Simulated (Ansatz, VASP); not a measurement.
# WCl: VASP beside Ansatz

```
CELL_PARAMETERS angstrom
3.70308 0.00000 0.00000
0.00000 3.70308 0.00000
0.00000 0.00000 3.70308
ATOMIC_POSITIONS crystal
W 0.50000 0.50000 0.50000
Cl 0.00000 0.00000 0.00000
```

Change from the starting cell: species swapped into the YbAg type (Pm-3m, No. 221).

Alike in both runs: task relaxation of cell and atoms; functional PBE; k mesh 5 × 5 × 5; occupations gaussian, width 0.2 eV; no spin polarisation.

|  | VASP | Ansatz |
| --- | --- | --- |
| version | VASP 6.6.1 | Ansatz 0.2.0 |
| potentials or method | VASP PAW PBE potentials, release 64 (W_sv, Cl), cutoff 500 eV | scalar-relativistic, plane waves, PAW |
| valence electrons in the cell | 21 | 21 |

Ansatz gave:

| Quantity | Value |
| --- | --- |
| gap on the k mesh at the Fermi level, each at its own relaxed structure (eV) | none |
| relaxed volume (Å³/atom) | 14.74 |
| relaxed cell length with the largest relative difference (Å) | 3.089 |

Problem. Estimate VASP's values.

Solution. gap on the k mesh at the Fermi level, each at its own relaxed structure (eV): none; relaxed volume (Å³/atom): 14.79; relaxed cell length with the largest relative difference (Å): 3.093.

A gap of «none» marks a metal or a gap that the smearing closes.

Neither program's run includes spin-orbit coupling. Noted on VASP's run: the volume moved by over 15 % at a fixed basis, so the end points are rough.
